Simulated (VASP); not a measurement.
Input of a VASP 6.6.1 run:

Contents of INCAR:

```
SYSTEM = In
  PREC = Accurate
  ENCUT = 600
  EDIFF = 1E-6
  ISMEAR = 0
  SIGMA = 0.1
  LREAL = .FALSE.
  LASPH = .TRUE.
  NELM = 100
  ALGO = Fast
  ISIF = 3
  LWAVE = .FALSE.
  LCHARG = .FALSE.
  GGA = PE
  IBRION = 2
  NSW = 100
  EDIFFG = -0.005
```

KPOINTS

```
regular mesh
0
G
  18 18 18
  0 0 0
```

The input POSCAR:

```
In
1.0
   -1.6261500000      1.6261500000      2.4739500000
    1.6261500000     -1.6261500000      2.4739500000
    1.6261500000      1.6261500000     -2.4739500000
In
1
Direct
    0.0000000000      0.0000000000      0.0000000000
```

Potentials or basis: VASP PAW PBE potentials, release 64 (In_d).

Command:

```console
$ cat potpaw_PBE.64/In_d/POTCAR > POTCAR
$ mpirun -np 1 vasp_std > vasp.out
```

What does it give for the band gap on the k mesh?

Zero (an odd number of electrons rules out a gap without spin polarisation).

Estimate the space group after relaxing (to 0.1 Å).

Fm-3m (No. 225).

The path:
```tsv
step	energy change (eV)	largest force (eV/Å)	pressure (GPa)	volume (Å³)
1	0.0000	0.0000	1.94	26.17
2	-0.0078	0.0000	0.13	27.39
3	-0.0079	0.0000	0.06	27.47
4	-0.0078	0.0000	-0.25	27.64
5	-0.0079	0.0000	0.04	27.50
6	-0.0079	0.0000	-0.11	27.57
7	-0.0079	0.0000	0.03	27.53
8	-0.0079	0.0000	-0.04	27.53
9	-0.0080	0.0000	-0.03	27.54
10	-0.0081	0.0000	-0.05	27.56
11	-0.0083	0.0000	-0.10	27.58
12	-0.0095	0.0000	-0.19	27.62
13	-0.0090	0.0000	-0.64	27.66
14	-0.0100	0.0000	-0.06	27.64
15	-0.0100	0.0000	-0.18	27.65
16	-0.0100	0.0000	-0.20	27.65
17	-0.0101	0.0000	0.05	27.47
18	-0.0101	0.0000	-0.04	27.49
19	-0.0101	0.0000	0.01	27.48
```

Caveat: spin-orbit coupling is left out, which moves the levels of the heavy elements. Zero-point motion and thermal expansion aren't in these numbers.
